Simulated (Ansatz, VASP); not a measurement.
# Al: VASP beside Ansatz

```
Al
1.0
     2.90980    0.00000    0.00000
    -1.45490    2.51996    0.00000
     0.00000    0.00000    8.81816
Al
4
Direct
  0.00000 0.00000 0.00000
  0.33333 0.66667 0.25000
  0.00000 0.00000 0.50000
  0.66667 0.33333 0.75000
```

Alike in both runs: task single point; functional PBE; dispersion D3(BJ); k mesh 18 × 18 × 6; occupations gaussian, width 0.15 eV; no spin polarisation.

```csv
,VASP,Ansatz
version,VASP 6.6.1,Ansatz 0.2.0
potentials or method,"VASP PAW PBE potentials, release 64 (Al), cutoff 520 eV","scalar-relativistic, plane waves, PAW"
valence electrons in the cell,12,12
```

```csv
,VASP,Ansatz,Ansatz less VASP
gap on the k mesh at the Fermi level (eV),none,none,-
pressure (GPa),-1.0,-1.0,0.00
"traceless stress, the component that is largest in VASP (GPa)",3.73,3.73,+0.002
```

A gap of «none» marks a metal or a gap that the smearing closes.
